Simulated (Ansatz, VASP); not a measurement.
**ZrTiSi4: VASP beside Ansatz**

```
Zr Ti Si
1.0
     3.62317    0.00000    0.00000
     0.00000    1.81625    7.10576
     0.00000   -1.81625    7.10576
Zr Ti Si
1 1 4
Direct
  0.50000 0.10606 0.10606
  0.00000 0.89750 0.89750
  0.00000 0.54725 0.54725
  0.50000 0.43523 0.43523
  0.00000 0.25663 0.25663
  0.50000 0.75732 0.75732
```

Alike in both runs: task single point; functional PBE; k mesh 6 × 6 × 6; occupations gaussian, width 0.1 eV; collinear spin.

```csv
,VASP,Ansatz
version,VASP 6.6.1,Ansatz 0.2.0
potentials or method,"VASP PAW PBE potentials, release 64 (Zr_sv, Ti_sv, Si), cutoff 520 eV","scalar-relativistic, plane waves, PAW"
valence electrons in the cell,40,40
```

|  | VASP | Ansatz | Ansatz less VASP |
| --- | --- | --- | --- |
| gap on the k mesh at the Fermi level (eV) | none | none | - |
| pressure (GPa) | 0.0 | 0.0 | -0.01 |
| traceless stress, the component that is largest in VASP (GPa) | 0.06 | 0.05 | -0.009 |
| rms of the force components (eV/Å) | 0.005 | 0.004 | -0.0006 |
| net moment per atom (μB) | 0.00 | 0.00 | 0.000 |

Atom by atom the forces differ by 0.004 eV/Å (rms over components). A gap of «none» marks a metal or a gap that the smearing closes. With one functional, cell and mesh, what is left measures potentials, basis and numerics. Ansatz's warnings: seeded moment not kept.
